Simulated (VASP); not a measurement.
# AlAs (mix) (F-43m) in VASP: further runs

Runs on AlAs (mix). Level: PBE. Tasks: single point.

Program: VASP 6.6.1. These are calculated values, not measurements. Logs are shortened: lines on timing, memory, paths and dates and some standing lists are left out, and cuts for length are marked.

## Step 1: The cell of the first run

The structure is cubic, space group F-43m (No. 216). The conventional cell has a = 5.728 Å, b = 5.728 Å, c = 5.728 Å, α = 90.00°, β = 90.00°, γ = 90.00°. Within 3.3 Å of Al (site symmetry -43m) lie 4 As at 2.48 Å. Within 3.3 Å of As (site symmetry -43m) lie 4 Al at 2.48 Å.

## Step 2: Single point, PBE

The input, INCAR:

```
SYSTEM = AlAs
  PREC = Accurate
  ENCUT = 500
  EDIFF = 1E-6
  ISMEAR = 0
  SIGMA = 0.02
  LREAL = .False.
  LASPH = .True.
  NELM = 120
  ALGO = Normal
  ISIF = 2
  LWAVE = .False.
  LCHARG = .False.
  GGA = PE
  NBANDS = 11
  GGA_COMPAT = .False.
```

The input, KPOINTS:

```
Automatic mesh
0
Gamma
  8 8 8
  0 0 0
```

The input, POSCAR:

```
AlAs
1.0
    0.0000000000      2.8642080778      2.8642080778
    2.8642080778      0.0000000000      2.8642080778
    2.8642080778      2.8642080778      0.0000000000
Al As
1 1
Direct
    0.0000000000      0.0000000000      0.0000000000
    0.2500000000      0.2500000000      0.2500000000
```

Potentials or basis: VASP PAW PBE potentials, release 64 (Al, As).

Started as:

```bash
> cat potpaw_PBE.64/Al/POTCAR potpaw_PBE.64/As/POTCAR > POTCAR
> mpirun -np 1 vasp_std > vasp.out
```

OUTCAR:

```text
SYSTEM = AlAs
   PREC = Accurate
   ENCUT = 500
   EDIFF = 1E-6
   ISMEAR = 0
   LREAL = .False.
   LASPH = .True.
   NELM = 120
   ISIF = 2
   GGA = PE

 ion  position               nearest neighbor table
   1  0.000  0.000  0.000-   2 2.48   2 2.48   2 2.48   2 2.48
   2  0.250  0.250  0.250-   1 2.48   1 2.48   1 2.48   1 2.48

  LATTYP: Found a face centered cubic cell.
 ALAT       =     5.7284161556

  Lattice vectors:

 A1 = (   0.0000000000,   2.8642080778,   2.8642080778)
 A2 = (   2.8642080778,   0.0000000000,   2.8642080778)
 A3 = (   2.8642080778,   2.8642080778,   0.0000000000)

Analysis of symmetry for initial positions (statically):
=====================================================================
 Subroutine PRICEL returns:
 Original cell was already a primitive cell.

 Routine SETGRP: Setting up the symmetry group for a
 face centered cubic supercell.

 Subroutine GETGRP returns: Found 24 space group operations
 (whereof 24 operations were pure point group operations)
 out of a pool of 48 trial point group operations.

The static configuration has the point symmetry T_d .

Analysis of symmetry for dynamics (positions and initial velocities):
=====================================================================
 Subroutine PRICEL returns:
 Original cell was already a primitive cell.

 Routine SETGRP: Setting up the symmetry group for a
 face centered cubic supercell.

 Subroutine GETGRP returns: Found 24 space group operations
 (whereof 24 operations were pure point group operations)
 out of a pool of 48 trial point group operations.

The dynamic configuration has the point symmetry T_d .

 Subroutine INISYM returns: Found 24 space group operations
 (whereof 24 operations are pure point group operations),
 and found     1 'primitive' translations

----------------------------------------------------------------------------------------

                                     Primitive cell

  volume of cell :      46.9941

  direct lattice vectors                    reciprocal lattice vectors
     0.000000000  2.864208078  2.864208078    -0.174568323  0.174568323  0.174568323
     2.864208078  0.000000000  2.864208078     0.174568323 -0.174568323  0.174568323
     2.864208078  2.864208078  0.000000000     0.174568323  0.174568323 -0.174568323

  length of vectors
     4.050601909  4.050601909  4.050601909     0.302361204  0.302361204  0.302361204

  position of ions in fractional coordinates (direct lattice)
     0.000000000  0.000000000  0.000000000
     0.250000000  0.250000000  0.250000000

  ion indices of the primitive-cell ions
   primitive index   ion index
                 1           1
                 2           2

----------------------------------------------------------------------------------------

 KPOINTS: Automatic mesh

Automatic generation of k-mesh.
 Grid dimensions read from file:
 generate k-points for:    8    8    8

 Generating k-lattice:

  Cartesian coordinates                     Fractional coordinates (reciprocal lattice)
    -0.021821040  0.021821040  0.021821040     0.125000000  0.000000000  0.000000000
     0.021821040 -0.021821040  0.021821040     0.000000000  0.125000000  0.000000000
     0.021821040  0.021821040 -0.021821040     0.000000000  0.000000000  0.125000000

  Length of vectors
     0.037795151  0.037795151  0.037795151

  Shift w.r.t. Gamma in fractional coordinates (k-lattice)
     0.000000000  0.000000000  0.000000000

 Subroutine IBZKPT returns following result:
 ===========================================

 Found     29 irreducible k-points:

 Following reciprocal coordinates:
            Coordinates               Weight
  0.000000  0.000000  0.000000      1.000000
  0.125000  0.000000  0.000000      8.000000
  0.250000  0.000000  0.000000      8.000000
  0.375000  0.000000  0.000000      8.000000
  0.500000  0.000000  0.000000      4.000000
  0.125000  0.125000  0.000000      6.000000
[... 16 lines left out ...]
  0.500000  0.250000  0.125000     48.000000
 -0.375000  0.250000  0.125000     24.000000
 [... further k-points ...]
   k-points           NKPTS =     29   k-points in BZ     NKDIM =     29   number of bands    NBANDS=     11
   number of dos      NEDOS =    301   number of ions     NIONS =      2
   total plane-waves  NPLWV =  27000
   dimension x,y,z NGX =    30 NGY =   30 NGZ =   30
   dimension x,y,z NGXF=    60 NGYF=   60 NGZF=   60
   ions per type =               1   1
   NGX,Y,Z   is equivalent  to a cutoff of  12.31, 12.31, 12.31 a.u.
   NGXF,Y,Z  is equivalent  to a cutoff of  24.63, 24.63, 24.63 a.u.
 SYSTEM =  AlAs
   PREC   = accura    normal or accurate (medium, high low for compatibility)
   ISTART =      0    job   : 0-new  1-cont  2-samecut
   ICHARG =      2    charge: 1-file 2-atom 10-const
   ISPIN  =      1    spin polarized calculation?
   LNONCOLLINEAR =      F non collinear calculations
   LSORBIT =      F    spin-orbit coupling
   LASPH  =      T    aspherical Exc in radial PAW
   ENCUT  =  500.0 eV  36.75 Ry    6.06 a.u.   7.39  7.39  7.39*2*pi/ulx,y,z
   NELM   =    120;   NELMIN=  2; NELMDL= -5     # of ELM steps
   EDIFF  = 0.1E-05   stopping-criterion for ELM
   LREAL  =      F    real-space projection
   EDIFFG = 0.1E-04   stopping-criterion for IOM
   NSW    =      0    number of steps for IOM
   IBRION =     -1    ionic relax: 0-MD 1-quasi-New 2-CG
   NFREE  =      0    steps in history (QN), initial steepest desc. (CG)
   ISIF   =      2    stress and relaxation
   ISYM   =      2    0-nonsym 1-usesym 2-fastsym
   POTIM  = 0.5000    time-step for ionic-motion
   TEBEG  =    0.0;   TEEND  =   0.0 temperature during run
   PSTRESS=    0.0 pullay stress
   NELECT =       8.0000    total number of electrons
   NUPDOWN=      -1.0000    fix difference up-down
   EMIN   =  10.00;   EMAX   =-10.00  energy-range for DOS
   EFERMI =   0.00;   METHOD = LEGACY
   ISMEAR =     0;   SIGMA  =   0.02  broadening in eV -4-tet -1-fermi 0-gaus
   EFERMI_NEDOS =   21; number of points for ismear=-14 and -15
   IALGO  =     38    algorithm
   IMIX   =      4    mixing-type and parameters
     AMIX     =   0.40;   BMIX     =  1.00
     AMIX_MAG =   1.60;   BMIX_MAG =  1.00
  volume/ion in A,a.u.               =      23.50       158.57
  Fermi-wavevector in a.u.,A,eV,Ry     =   0.907313  1.714572 11.200535  0.823216
  Thomas-Fermi vector in A             =   2.031105
   LORBIT       =      0    0 simple, 1 ext, 2 COOP (PROOUT), +10 PAW based schemes
   GGA     = PE    functional components
   LHFCALC =     F    Hartree Fock is set to
   AEXX    =    0.0000 exact exchange contribution
   IVDW    =     0    specifies the selected vdW correction
   LEPSILON=     F    determine dielectric tensor
   LRPA    =     F    only Hartree local field effects (RPA)
 non-spin polarized calculation
 Gauss-broadening in eV      SIGMA  =   0.02
  energy-cutoff  :      500.00
  volume of cell :       46.99
 maximum number of plane-waves:      1243
 NGX is ok and might be reduce to    30
   NGX = 15   NGY = 15   NGZ = 15

 number of electron       7.9999999 magnetization

 Free energy of the ion-electron system (eV)
  ---------------------------------------------------
  ext. energy  EPLUGINS =         0.00000000
  ---------------------------------------------------
  free energy    TOTEN  =        -9.38799789 eV

  energy without entropy =       -9.38799789  energy(sigma->0) =       -9.38799789

 E-fermi :   3.7545     XC(G=0):  -8.9035

 val. band max:        3.5916130955   @ k =   0.0000   0.0000   0.0000
 cond. band min:       5.0864892911   @ k =   0.5000   0.5000   0.0000
 fundamental gap:      1.4948761956
 Fermi energy:         3.7544814488

 k-point     1 :       0.0000    0.0000    0.0000
  band No.  band energies     occupation
      1      -8.0776      2.00000
      2       3.5916      2.00000
      3       3.5916      2.00000
      4       3.5916      2.00000
      5       5.3721      0.00000
      6       7.8181      0.00000
      7       7.8181      0.00000
      8       7.8181      0.00000
      9      12.2729      0.00000
     10      12.5333      0.00000
     11      12.5333      0.00000

 k-point     2 :       0.1250    0.0000    0.0000
  band No.  band energies     occupation
      1      -7.9316      2.00000
      2       2.1671      2.00000
      3       3.4361      2.00000
      4       3.4361      2.00000
      5       6.1720      0.00000
      6       8.0911      0.00000
      7       8.0911      0.00000
      8       8.1752      0.00000
      9      11.9515      0.00000
     10      11.9515      0.00000
     11      12.9928      0.00000

 k-point     3 :       0.2500    0.0000    0.0000
  band No.  band energies     occupation
      1      -7.5281      2.00000
      2       0.2679      2.00000
      3       3.1280      2.00000
      4       3.1280      2.00000
      5       6.0581      0.00000
      6       8.4360      0.00000
      7       8.4360      0.00000
      8       9.8370      0.00000
      9      11.8414      0.00000
     10      11.8414      0.00000
     11      12.8817      0.00000

 k-point     4 :       0.3750    0.0000    0.0000
  band No.  band energies     occupation
      1      -7.0108      2.00000
      2      -1.2200      2.00000
      3       2.8811      2.00000
      4       2.8811      2.00000
      5       5.7294      0.00000
      6       8.3497      0.00000
      7       8.3497      0.00000
      8      11.1835      0.00000
      9      13.0840      0.00000
     10      13.0840      0.00000
     11      13.1067      0.00000
[... 239 lines left out ...]
 k-point    22 :       0.3750    0.2500    0.1250
  band No.  band energies     occupation
      1      -7.1914      2.00000
      2      -0.1189      2.00000
      3       1.7125      2.00000
      4       2.6483      2.00000
      5       7.1460      0.00000
      6       7.6921      0.00000
      7       8.8641      0.00000
      8       9.9872      0.00000
      9      11.6284      0.00000
     10      13.8666      0.00000
     11      15.3728      0.00000

 k-point    23 :       0.5000    0.2500    0.1250
  band No.  band energies     occupation
      1      -6.7275      2.00000
      2      -1.0878      2.00000
      3       1.1413      2.00000
      4       2.2836      2.00000
      5       7.1978      0.00000
      6       7.9767      0.00000
      7       9.2795      0.00000
      8      10.3409      0.00000
      9      12.7597      0.00000
     10      13.9644      0.00000
     11      15.5833      0.00000

 k-point    24 :      -0.3750    0.2500    0.1250
  band No.  band energies     occupation
      1      -6.4905      2.00000
      2      -1.5411      2.00000
      3       0.9904      2.00000
      4       2.1089      2.00000
      5       7.1712      0.00000
      6       7.8023      0.00000
      7      10.1295      0.00000
      8      11.0934      0.00000
      9      11.8095      0.00000
     10      14.4536      0.00000
     11      15.6740      0.00000

 [... further k-points ...]
[... 5 lines left out ...]
  --------------------------------------------------------------------------------------
  -------------------------------------------------------------------------------------
  Total        0.0461001      0.0461001      0.0461001      0.0000000     -0.0000000     -0.0000000
  in kB        1.5716953      1.5716953      1.5716953      0.0000000     -0.0000000     -0.0000000
  external PRESSURE =       1.5716953 kB  Pullay stress =       0.0000000 kB

 VOLUME and BASIS-vectors are now :
 -----------------------------------------------------------------------------
  energy-cutoff  :      500.00
  volume of cell :       46.99
      direct lattice vectors                 reciprocal lattice vectors
     0.000000000  2.864208078  2.864208078    -0.174568323  0.174568323  0.174568323
     2.864208078  0.000000000  2.864208078     0.174568323 -0.174568323  0.174568323
     2.864208078  2.864208078  0.000000000     0.174568323  0.174568323 -0.174568323

 POSITION                                       TOTAL-FORCE (eV/Angst)
 -----------------------------------------------------------------------------------
      0.00000      0.00000      0.00000        -0.000000     -0.000000     -0.000000
      1.43210      1.43210      1.43210         0.000000      0.000000      0.000000
 -----------------------------------------------------------------------------------
    total drift:                               -0.000000     -0.000000     -0.000000

  FREE ENERGIE OF THE ION-ELECTRON SYSTEM (eV)
  ---------------------------------------------------
  free  energy   TOTEN  =        -9.3879978946 eV

  energy  without entropy=       -9.3879978946  energy(sigma->0) =       -9.38799789
```

It took 16 s on 1 thread of Intel Xeon 6975P-C, shared host; peak memory 0.17 GiB.

Results:

```
Free energy            : -9.3880 eV
Pressure               : 0.2 GPa
Band gap on the k mesh : 1.49 eV, indirect (least direct gap 1.78 eV)
```

Levels at points of the mesh, in eV from the valence-band top:
| k point | band 1 | band 2 | band 3 | band 4 | band 5 | band 6 | band 7 | band 8 | band 9 |
| --- | --- | --- | --- | --- | --- | --- | --- | --- | --- |
| (0.00, 0.00, 0.00) | -11.67 | 0.00 | 0.00 | 0.00 | 1.78 | 4.23 | 4.23 | 4.23 | 8.68 |
| (0.50, 0.00, 0.00) | -10.33 | -5.42 | -0.80 | -0.80 | 2.01 | 4.65 | 4.65 | 7.68 | 10.90 |
| (0.50, 0.50, 0.00) | -9.81 | -5.31 | -2.10 | -2.10 | 1.49 | 2.29 | 10.06 | 10.06 | 11.39 |

A k mesh can miss the band edges. As with any semilocal functional, this PBE gap is likely too small.

## Step 3: Single point, PBE

The input, INCAR:

```
ALGO     = Normal         # electronic algorithm
EDIFF    = 1E-6           # SCF threshold, eV
ENCUT    = 500            # plane-wave cutoff, eV
GGA      = PE             # functional
GGA_COMPAT= False        
ISIF     = 2              # what is computed and relaxed
ISMEAR   = 0              # smearing method
LASPH    = True           # aspherical terms in the spheres
LCHARG   = True           # write CHGCAR
LELF     = True           # ELF
LREAL    = False          # projectors in reciprocal space
LVHAR    = True         
LWAVE    = False          # write WAVECAR
NBANDS   = 11             # bands
NELM     = 120            # most SCF steps
PREC     = Accurate       # precision mode
SIGMA    = 0.02           # smearing width, eV
```

The input, KPOINTS:

```
k-points
0
Gamma
  8 8 8
```

POSCAR is that of step 2.

Potentials or basis: VASP PAW PBE potentials, release 64 (Al, As).

Started as:

```bash
> cat potpaw_PBE.64/Al/POTCAR potpaw_PBE.64/As/POTCAR > POTCAR
> mpirun -np 1 vasp_std > vasp.out
```

OUTCAR:

```text
EDIFF = 1E-6
   ENCUT = 500
   GGA = PE
   ISIF = 2
   ISMEAR = 0
   LASPH = True
   LREAL = False
   NELM = 120
   PREC = Accurate

 ion  position               nearest neighbor table
   1  0.000  0.000  0.000-   2 2.48   2 2.48   2 2.48   2 2.48
   2  0.250  0.250  0.250-   1 2.48   1 2.48   1 2.48   1 2.48

  LATTYP: Found a face centered cubic cell.
 ALAT       =     5.7284161556

  Lattice vectors:

 A1 = (   0.0000000000,   2.8642080778,   2.8642080778)
 A2 = (   2.8642080778,   0.0000000000,   2.8642080778)
 A3 = (   2.8642080778,   2.8642080778,   0.0000000000)

Analysis of symmetry for initial positions (statically):
=====================================================================
 Subroutine PRICEL returns:
 Original cell was already a primitive cell.

 Routine SETGRP: Setting up the symmetry group for a
 face centered cubic supercell.

 Subroutine GETGRP returns: Found 24 space group operations
 (whereof 24 operations were pure point group operations)
 out of a pool of 48 trial point group operations.

The static configuration has the point symmetry T_d .

Analysis of symmetry for dynamics (positions and initial velocities):
[... 164 lines left out ...]
 fundamental gap:      1.4948761956
 Fermi energy:         3.7544814488

 k-point     1 :       0.0000    0.0000    0.0000
  band No.  band energies     occupation
      1      -8.0776      2.00000
      2       3.5916      2.00000
      3       3.5916      2.00000
      4       3.5916      2.00000
      5       5.3721      0.00000
      6       7.8181      0.00000
      7       7.8181      0.00000
      8       7.8181      0.00000
      9      12.2729      0.00000
     10      12.5333      0.00000
     11      12.5333      0.00000
[... 309 lines left out ...]
 k-point    24 :      -0.3750    0.2500    0.1250
  band No.  band energies     occupation
      1      -6.4905      2.00000
      2      -1.5411      2.00000
      3       0.9904      2.00000
      4       2.1089      2.00000
      5       7.1712      0.00000
      6       7.8023      0.00000
      7      10.1295      0.00000
      8      11.0934      0.00000
      9      11.8095      0.00000
     10      14.4536      0.00000
     11      15.6740      0.00000

 [... further k-points ...]
[... 5 lines left out ...]
  --------------------------------------------------------------------------------------
  -------------------------------------------------------------------------------------
  Total        0.0461001      0.0461001      0.0461001      0.0000000     -0.0000000     -0.0000000
  in kB        1.5716953      1.5716953      1.5716953      0.0000000     -0.0000000     -0.0000000
  external PRESSURE =       1.5716953 kB  Pullay stress =       0.0000000 kB

 VOLUME and BASIS-vectors are now :
 -----------------------------------------------------------------------------
  energy-cutoff  :      500.00
  volume of cell :       46.99
      direct lattice vectors                 reciprocal lattice vectors
     0.000000000  2.864208078  2.864208078    -0.174568323  0.174568323  0.174568323
     2.864208078  0.000000000  2.864208078     0.174568323 -0.174568323  0.174568323
     2.864208078  2.864208078  0.000000000     0.174568323  0.174568323 -0.174568323

 POSITION                                       TOTAL-FORCE (eV/Angst)
 -----------------------------------------------------------------------------------
      0.00000      0.00000      0.00000        -0.000000     -0.000000     -0.000000
      1.43210      1.43210      1.43210         0.000000      0.000000      0.000000
 -----------------------------------------------------------------------------------
    total drift:                               -0.000000     -0.000000     -0.000000

  FREE ENERGIE OF THE ION-ELECTRON SYSTEM (eV)
  ---------------------------------------------------
  free  energy   TOTEN  =        -9.3879978946 eV

  energy  without entropy=       -9.3879978946  energy(sigma->0) =       -9.38799789
```

It took 15 s on 1 thread of Intel Xeon 6975P-C, shared host; peak memory 0.17 GiB.

What came out:

```yaml
Free_energy: -9.3880 eV
Pressure: 0.2 GPa
Band_gap_on_the_k_mesh: 1.49 eV, indirect (least direct gap 1.78 eV)
```

A k mesh can miss the band edges.
